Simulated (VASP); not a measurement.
# ReS (F-43m) in VASP: a series of runs

The runs below take ReS through single point, relaxation of cell and atoms, with PBE.

All numbers are computed with VASP 6.6.1; they aren't measurements. Logs are shortened: lines on timing, memory, paths and dates and some standing lists are left out, and cuts for length are marked.

### Step 1. The cell of the first run

The structure is cubic, space group F-43m (No. 216). The conventional cell has a = 5.237 Å, b = 5.237 Å, c = 5.237 Å, α = 90.00°, β = 90.00°, γ = 90.00°. Re (site symmetry -43m) has 4 S at 2.27 Å within 3.0 Å. S (site symmetry -43m) has 4 Re at 2.27 Å within 3.0 Å.

### Step 2. Single point, PBE

The input, INCAR:

```
  ALGO = Normal
  EDIFF = 1E-6
  ENCUT = 520
  GGA = PE
  ISIF = 2
  ISMEAR = 0
  LASPH = T
  LCHARG = F
  LREAL = F
  LWAVE = F
  NBANDS = 14
  NELM = 80
  PREC = Accurate
  SIGMA = 0.1
```

The input, KPOINTS:

```
k-points
0
Gamma
  14 14 14
```

The input, POSCAR:

```
ReS
1.0
    0.0000000000      2.6184186864      2.6184186864
    2.6184186864      0.0000000000      2.6184186864
    2.6184186864      2.6184186864      0.0000000000
Re S
1 1
Direct
    0.0000000000      0.0000000000      0.0000000000
    0.2500000000      0.2500000000      0.2500000000
```

Potentials or basis: VASP PAW PBE potentials, release 64 (Re, S).

On the command line:

```
> cat potpaw_PBE.64/Re/POTCAR potpaw_PBE.64/S/POTCAR > POTCAR
> mpirun -np 1 vasp_std > vasp.out
```

OUTCAR:

```text
EDIFF = 1E-6
   ENCUT = 520
   GGA = PE
   ISIF = 2
   ISMEAR = 0
   LASPH = T
   LREAL = F
   NELM = 80
   PREC = Accurate

 ion  position               nearest neighbor table
   1  0.000  0.000  0.000-   2 2.27   2 2.27   2 2.27   2 2.27
   2  0.250  0.250  0.250-   1 2.27   1 2.27   1 2.27   1 2.27

  LATTYP: Found a face centered cubic cell.
 ALAT       =     5.2368373728

  Lattice vectors:

 A1 = (   0.0000000000,   2.6184186864,   2.6184186864)
 A2 = (   2.6184186864,   0.0000000000,   2.6184186864)
 A3 = (   2.6184186864,   2.6184186864,   0.0000000000)

Analysis of symmetry for initial positions (statically):
=====================================================================
 Subroutine PRICEL returns:
 Original cell was already a primitive cell.

 Routine SETGRP: Setting up the symmetry group for a
 face centered cubic supercell.

 Subroutine GETGRP returns: Found 24 space group operations
 (whereof 24 operations were pure point group operations)
 out of a pool of 48 trial point group operations.

The static configuration has the point symmetry T_d .

Analysis of symmetry for dynamics (positions and initial velocities):
=====================================================================
 Subroutine PRICEL returns:
 Original cell was already a primitive cell.

 Routine SETGRP: Setting up the symmetry group for a
 face centered cubic supercell.

 Subroutine GETGRP returns: Found 24 space group operations
 (whereof 24 operations were pure point group operations)
 out of a pool of 48 trial point group operations.

The dynamic configuration has the point symmetry T_d .

 Subroutine INISYM returns: Found 24 space group operations
 (whereof 24 operations are pure point group operations),
 and found     1 'primitive' translations

----------------------------------------------------------------------------------------

                                     Primitive cell

  volume of cell :      35.9044

  direct lattice vectors                    reciprocal lattice vectors
     0.000000000  2.618418686  2.618418686    -0.190954946  0.190954946  0.190954946
     2.618418686  0.000000000  2.618418686     0.190954946 -0.190954946  0.190954946
     2.618418686  2.618418686  0.000000000     0.190954946  0.190954946 -0.190954946

  length of vectors
     3.703003218  3.703003218  3.703003218     0.330743669  0.330743669  0.330743669

  position of ions in fractional coordinates (direct lattice)
     0.000000000  0.000000000  0.000000000
     0.250000000  0.250000000  0.250000000

  ion indices of the primitive-cell ions
   primitive index   ion index
                 1           1
                 2           2

----------------------------------------------------------------------------------------

 KPOINTS: k-points

Automatic generation of k-mesh.
 Grid dimensions read from file:
 generate k-points for:   14   14   14

 Generating k-lattice:

  Cartesian coordinates                     Fractional coordinates (reciprocal lattice)
    -0.013639639  0.013639639  0.013639639     0.071428571  0.000000000  0.000000000
     0.013639639 -0.013639639  0.013639639     0.000000000  0.071428571  0.000000000
     0.013639639  0.013639639 -0.013639639     0.000000000  0.000000000  0.071428571

  Length of vectors
     0.023624548  0.023624548  0.023624548

  Shift w.r.t. Gamma in fractional coordinates (k-lattice)
     0.000000000  0.000000000  0.000000000

 Subroutine IBZKPT returns following result:
 ===========================================

 Found    104 irreducible k-points:

 Following reciprocal coordinates:
            Coordinates               Weight
  0.000000  0.000000  0.000000      1.000000
  0.071429  0.000000  0.000000      8.000000
  0.142857  0.000000  0.000000      8.000000
  0.214286  0.000000  0.000000      8.000000
  0.285714  0.000000  0.000000      8.000000
  0.357143  0.000000  0.000000      8.000000
[... 16 lines left out ...]
  0.214286  0.142857  0.000000     24.000000
  0.285714  0.142857  0.000000     24.000000
 [... further k-points ...]
   k-points           NKPTS =    104   k-points in BZ     NKDIM =    104   number of bands    NBANDS=     14
   number of dos      NEDOS =    301   number of ions     NIONS =      2
   total plane-waves  NPLWV =  21952
   dimension x,y,z NGX =    28 NGY =   28 NGZ =   28
   dimension x,y,z NGXF=    56 NGYF=   56 NGZF=   56
   ions per type =               1   1
   NGX,Y,Z   is equivalent  to a cutoff of  12.57, 12.57, 12.57 a.u.
   NGXF,Y,Z  is equivalent  to a cutoff of  25.14, 25.14, 25.14 a.u.
 SYSTEM =  unknown system
   PREC   = accura    normal or accurate (medium, high low for compatibility)
   ISTART =      0    job   : 0-new  1-cont  2-samecut
   ICHARG =      2    charge: 1-file 2-atom 10-const
   ISPIN  =      1    spin polarized calculation?
   LNONCOLLINEAR =      F non collinear calculations
   LSORBIT =      F    spin-orbit coupling
   LASPH  =      T    aspherical Exc in radial PAW
   ENCUT  =  520.0 eV  38.22 Ry    6.18 a.u.   6.89  6.89  6.89*2*pi/ulx,y,z
   NELM   =     80;   NELMIN=  2; NELMDL= -5     # of ELM steps
   EDIFF  = 0.1E-05   stopping-criterion for ELM
   LREAL  =      F    real-space projection
   EDIFFG = 0.1E-04   stopping-criterion for IOM
   NSW    =      0    number of steps for IOM
   IBRION =     -1    ionic relax: 0-MD 1-quasi-New 2-CG
   NFREE  =      0    steps in history (QN), initial steepest desc. (CG)
   ISIF   =      2    stress and relaxation
   ISYM   =      2    0-nonsym 1-usesym 2-fastsym
   POTIM  = 0.5000    time-step for ionic-motion
   TEBEG  =    0.0;   TEEND  =   0.0 temperature during run
   PSTRESS=    0.0 pullay stress
   NELECT =      13.0000    total number of electrons
   NUPDOWN=      -1.0000    fix difference up-down
   EMIN   =  10.00;   EMAX   =-10.00  energy-range for DOS
   EFERMI =   0.00;   METHOD = LEGACY
   ISMEAR =     0;   SIGMA  =   0.10  broadening in eV -4-tet -1-fermi 0-gaus
   EFERMI_NEDOS =   21; number of points for ismear=-14 and -15
   IALGO  =     38    algorithm
   IMIX   =      4    mixing-type and parameters
     AMIX     =   0.40;   BMIX     =  1.00
     AMIX_MAG =   1.60;   BMIX_MAG =  1.00
  volume/ion in A,a.u.               =      17.95       121.15
  Fermi-wavevector in a.u.,A,eV,Ry     =   1.166828  2.204985 18.524164  1.361488
  Thomas-Fermi vector in A             =   2.303336
   LORBIT       =      0    0 simple, 1 ext, 2 COOP (PROOUT), +10 PAW based schemes
   GGA     = PE    functional components
   LHFCALC =     F    Hartree Fock is set to
   AEXX    =    0.0000 exact exchange contribution
   IVDW    =     0    specifies the selected vdW correction
   LEPSILON=     F    determine dielectric tensor
   LRPA    =     F    only Hartree local field effects (RPA)
 non-spin polarized calculation
 Gauss-broadening in eV      SIGMA  =   0.10
  energy-cutoff  :      520.00
  volume of cell :       35.90
 maximum number of plane-waves:       982
   NGX = 13   NGY = 13   NGZ = 13

 number of electron      13.0000001 magnetization

 Free energy of the ion-electron system (eV)
  ---------------------------------------------------
  ext. energy  EPLUGINS =         0.00000000
  ---------------------------------------------------
  free energy    TOTEN  =       -15.83152328 eV

  energy without entropy =      -15.81819003  energy(sigma->0) =      -15.82485666

 E-fermi :   6.3388     XC(G=0): -11.1782

 val. band max:        6.3352808054   @ k =  -0.2857   0.3571   0.0714
 cond. band min:       6.3420211479   @ k =  -0.4286   0.3571   0.1429
 fundamental gap:      0.0067403425
 Fermi energy:         6.3387897772

 k-point     1 :       0.0000    0.0000    0.0000
  band No.  band energies     occupation
      1      -9.4472      2.00000
      2       0.1183      2.00000
      3       0.1183      2.00000
      4       0.1183      2.00000
      5       5.2120      2.00000
      6       5.2120      2.00000
      7       7.6115      0.00000
      8      11.1494      0.00000
      9      11.1494      0.00000
     10      11.1494      0.00000
     11      14.5095      0.00000
     12      14.5095      0.00000
     13      14.5095      0.00000
     14      19.9911      0.00000

 k-point     2 :       0.0714    0.0000    0.0000
  band No.  band energies     occupation
      1      -9.3995      2.00000
      2       0.0431      2.00000
      3       0.1481      2.00000
      4       0.1481      2.00000
      5       5.1832      2.00000
      6       5.1832      2.00000
      7       7.8213      0.00000
      8      10.9116      0.00000
      9      11.1524      0.00000
     10      11.1524      0.00000
     11      14.1815      0.00000
     12      14.5145      0.00000
     13      14.5145      0.00000
     14      20.0905      0.00000

 k-point     3 :       0.1429    0.0000    0.0000
  band No.  band energies     occupation
      1      -9.2640      2.00000
      2      -0.1411      2.00000
      3       0.2295      2.00000
      4       0.2295      2.00000
      5       5.1253      2.00000
      6       5.1253      2.00000
      7       8.3560      0.00000
      8      10.2632      0.00000
      9      11.0737      0.00000
     10      11.0737      0.00000
     11      13.5152      0.00000
     12      14.5991      0.00000
     13      14.5991      0.00000
     14      20.2846      0.00000
[... 324 lines left out ...]
 k-point    23 :       0.2143    0.1429    0.0000
  band No.  band energies     occupation
      1      -9.0521      2.00000
      2      -0.4641      2.00000
      3       0.4156      2.00000
      4       0.4310      2.00000
      5       4.5673      2.00000
      6       5.5126      2.00000
      7       9.1519      0.00000
      8       9.7785      0.00000
      9      10.0337      0.00000
     10      10.9642      0.00000
     11      13.0029      0.00000
     12      14.8257      0.00000
     13      15.0836      0.00000
     14      18.9465      0.00000

 k-point    24 :       0.2857    0.1429    0.0000
  band No.  band energies     occupation
      1      -8.8529      2.00000
      2      -0.5960      2.00000
      3       0.4985      2.00000
      4       0.5582      2.00000
      5       4.5134      2.00000
      6       5.6096      2.00000
      7       8.3027      0.00000
      8       9.5559      0.00000
      9      10.0205      0.00000
     10      10.9220      0.00000
     11      13.1874      0.00000
     12      14.7166      0.00000
     13      15.4656      0.00000
     14      19.2041      0.00000

 [... further k-points ...]
[... 5 lines left out ...]
  --------------------------------------------------------------------------------------
  -------------------------------------------------------------------------------------
  Total        0.2889076      0.2889076      0.2889076      0.0000000     -0.0000000      0.0000000
  in kB       12.8920599     12.8920599     12.8920599      0.0000000     -0.0000000      0.0000000
  external PRESSURE =      12.8920599 kB  Pullay stress =       0.0000000 kB

 VOLUME and BASIS-vectors are now :
 -----------------------------------------------------------------------------
  energy-cutoff  :      520.00
  volume of cell :       35.90
      direct lattice vectors                 reciprocal lattice vectors
     0.000000000  2.618418686  2.618418686    -0.190954946  0.190954946  0.190954946
     2.618418686  0.000000000  2.618418686     0.190954946 -0.190954946  0.190954946
     2.618418686  2.618418686  0.000000000     0.190954946  0.190954946 -0.190954946

 POSITION                                       TOTAL-FORCE (eV/Angst)
 -----------------------------------------------------------------------------------
      0.00000      0.00000      0.00000         0.000000      0.000000     -0.000000
      1.30921      1.30921      1.30921        -0.000000     -0.000000      0.000000
 -----------------------------------------------------------------------------------
    total drift:                                0.000000      0.000000      0.000000

  FREE ENERGIE OF THE ION-ELECTRON SYSTEM (eV)
  ---------------------------------------------------
  free  energy   TOTEN  =       -15.8315232819 eV

  energy  without entropy=      -15.8181900326  energy(sigma->0) =      -15.82485666
```

Run time: 43 s. Hardware: 1 thread of Intel Xeon Platinum 8488C (Sapphire Rapids), shared host; peak memory 0.19 GiB.

What came out:

```
Free energy : -15.8315 eV
Pressure    : 1.3 GPa
```

Caveat: spin-orbit coupling is left out, which moves the levels of the heavy elements.

### Step 3. Relaxation of cell and atoms, PBE

The input, INCAR:

```
PREC     = Accurate       # precision mode
ENCUT    = 600            # plane-wave cutoff, eV
EDIFF    = 1E-6           # SCF threshold, eV
ISMEAR   = 0              # smearing method
SIGMA    = 0.1            # smearing width, eV
LREAL    = F              # projectors in reciprocal space
LASPH    = T              # aspherical terms in the spheres
NELM     = 80             # most SCF steps
ALGO     = Normal         # electronic algorithm
ISIF     = 3              # what is computed and relaxed
LWAVE    = F              # write WAVECAR
LCHARG   = F              # write CHGCAR
GGA      = PE             # functional
IBRION   = 2              # ionic algorithm
NSW      = 100            # ionic steps
EDIFFG   = -0.01          # ionic threshold
```

The input, KPOINTS:

```
Automatic mesh
0
Gamma
  14 14 14
```

The input, POSCAR:

```
ReS
1.0
    0.0000000000      2.6191970069      2.6191970069
    2.6191970069      0.0000000000      2.6191970069
    2.6191970069      2.6191970069      0.0000000000
Re S
1 1
Direct
    0.0000000000      0.0000000000      0.0000000000
    0.2500000000      0.2500000000      0.2500000000
```

Potentials or basis: VASP PAW PBE potentials, release 64 (Re, S).

On the command line:

```
> cat potpaw_PBE.64/Re/POTCAR potpaw_PBE.64/S/POTCAR > POTCAR
> mpirun -np 1 vasp_std > vasp.out
```

It took 1.9 min on 1 thread of Intel Xeon Platinum 8488C (Sapphire Rapids), shared host; peak memory 0.21 GiB.

It converged, with:

```yaml
Free_energy: -15.8336 eV
Relaxed_volume: 18.09 Å³/atom
Relaxed_cell: a = 3.712 Å, b = 3.712 Å, c = 3.712 Å, α = 60.00°, β = 60.00°, γ = 60.00°
Space_group_after_relaxing_to_0.05_Å: F-43m (No. 216)
Energy_gained_by_relaxing: 0.4 meV/atom
Ionic_steps: 3
Pressure_after_relaxing: 0.0 GPa
```

The path:
| step | energy change (eV) | largest force (eV/Å) | pressure (GPa) | volume (Å³) |
| --- | --- | --- | --- | --- |
| 1 | 0.0000 | 0.0000 | 1.19 | 35.94 |
| 2 | 0.0024 | 0.0000 | -2.21 | 36.64 |
| 3 | -0.0009 | 0.0000 | 0.00 | 36.17 |

Final structure:
```
CELL_PARAMETERS angstrom
0.00000 2.62486 2.62486
2.62486 0.00000 2.62486
2.62486 2.62486 0.00000
ATOMIC_POSITIONS crystal
Re 0.00000 0.00000 0.00000
S 0.25000 0.25000 0.25000
```

Levels at points of the mesh, in eV from the Fermi level:
```tsv
k point	band 3	band 4	band 5	band 6	band 7	band 8	band 9	band 10
(0.00, 0.00, 0.00)	-6.18	-6.18	-1.11	-1.11	1.25	4.77	4.77	4.77
(0.50, 0.00, 0.00)	-5.70	-5.70	-0.59	-0.59	-0.54	2.33	2.33	3.87
(0.50, 0.50, 0.00)	-4.73	-4.73	-2.28	-0.76	0.19	0.63	0.63	7.69
```

Caveat: spin-orbit coupling is left out, which moves the levels of the heavy elements.
